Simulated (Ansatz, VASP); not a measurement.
One calculation of HgTe, two programs

```
Hg Te
1.0
     0.00000    2.91173    2.91173
     2.91173    0.00000    2.91173
     2.91173    2.91173    0.00000
Hg Te
1 1
Direct
  0.00000 0.00000 0.00000
  0.50000 0.50000 0.50000
```

Change from the starting cell: volume scaled by 0.99.

Alike in both runs: task single point; functional LDA; k mesh 10 × 10 × 10; occupations fermi-dirac, width 0.08 eV; no spin polarisation.

|  | VASP | Ansatz |
| --- | --- | --- |
| version | VASP 6.6.1 | Ansatz 0.2.0 |
| potentials or method | VASP PAW LDA potentials, release 64 (Hg, Te), cutoff 500 eV | all-electron LAPW, scalar-relativistic |

```tsv
	VASP	Ansatz	Ansatz less VASP
pressure (GPa)	5.3	4.7	-0.57
```

LDA's correlation is that of Perdew and Zunger in VASP and of Perdew and Wang (1992) in Ansatz. Ansatz ran all-electron here, and VASP with PAW potentials.

Neither program's run includes spin-orbit coupling.
